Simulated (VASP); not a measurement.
Crystal: Re.

```xyz
1
Lattice="2.5882 0.0000 0.0000 0.0000 2.5882 0.0000 0.0000 0.0000 2.5882" Properties=species:S:1:pos:R:3 pbc="T T T"
Re    0.0000    0.0000    0.0000
```

Base run:

| Property | Result |
| --- | --- |
| Program | VASP 6.6.1 |
| Functional | revPBE |
| Potentials or basis | VASP PAW PBE potentials, release 64 (Re) |
| Cutoff | 520 eV |
| k mesh | 12 × 12 × 12 |
| Occupations | fermi-dirac, width 0.1 eV |
| Spin | no spin polarisation |

Its results: pressure -1.1 GPa.

Problem. The run is repeated on the same cell with these changes: potentials or basis from VASP PAW PBE potentials, release 64 (Re) to VASP PAW PBE potentials, release 64 (Re_sv_GW); cutoff from 520 eV to 500 eV; further incar settings from ALGO = Normal; EDIFF = 1e-06; NBANDS = 10 to ALGO = Normal; EDIFF = 1e-06; NBANDS = 14; valence electrons from 7 to 15. What comes out?

Solution. Pressure -2.3 GPa.

Caveats: the PAW data sets were made with another functional, which shifts forces and pressure a little.
